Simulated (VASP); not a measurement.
**TiSi: single point with r2SCAN**

TiSi:

```
Ti Si
1.0
     1.76169   -2.05410    0.00000
     1.76169    2.05410    0.00000
     0.00000    0.00000    3.80393
Ti Si
1 1
Cartesian
  1.7617 0.0000 0.0000
  0.0000 0.0000 1.9020
```

This cell differs from its parent crystal: strain -0.030 along x and y, +0.000 along z.

| Quantity | Value |
| --- | --- |
| Program | VASP 6.6.1 |
| Task | single point |
| Functional | r2SCAN |
| Potentials or basis | VASP PAW PBE potentials, release 64 (Ti_sv, Si) |
| Cutoff | 520 eV |
| k mesh | 18 × 18 × 12 |
| Occupations | gaussian, width 0.15 eV |
| Spin | no spin polarisation |

```json
{"Pressure": "7.3 GPa", "Band gap on the k mesh": "zero (band 8 reaches 11.84 eV, above the bottom of band 9 at 9.90 eV)"}
```

Stress tensor (GPa, compression positive):
```
9.62 0.00 0.00
0.00 6.29 0.00
0.00 0.00 6.10
```

Levels at points of the mesh, in eV from the Fermi level:
```
           k point  band 6  band 7  band 8  band 9  band 10  band 11
(0.00, 0.00, 0.00)   -2.82   -2.27   -1.40    1.99     2.82     3.58
(0.50, 0.00, 0.00)   -7.13   -3.39   -0.99    2.20     2.81     4.79
(0.50, 0.50, 0.00)   -4.25   -1.67   -1.43   -1.07    -0.41     3.33
(0.00, 0.00, 0.50)   -7.18   -1.09    0.43    0.97     2.16     3.67
(0.50, 0.00, 0.50)   -5.60   -2.89   -1.95    1.46     2.31     2.34
(0.50, 0.50, 0.50)   -4.22   -3.71   -2.85    2.43     2.63     2.82
```

It took 7 min on 1 thread of Intel(R) Xeon(R) 6975P-C (Granite Rapids) (shared host), peak memory 0.36 GiB.

Caveat: the cell differs from its parent crystal (strain -0.030 along x and y, +0.000 along z); the PAW data sets were made with another functional, which shifts forces and pressure a little.
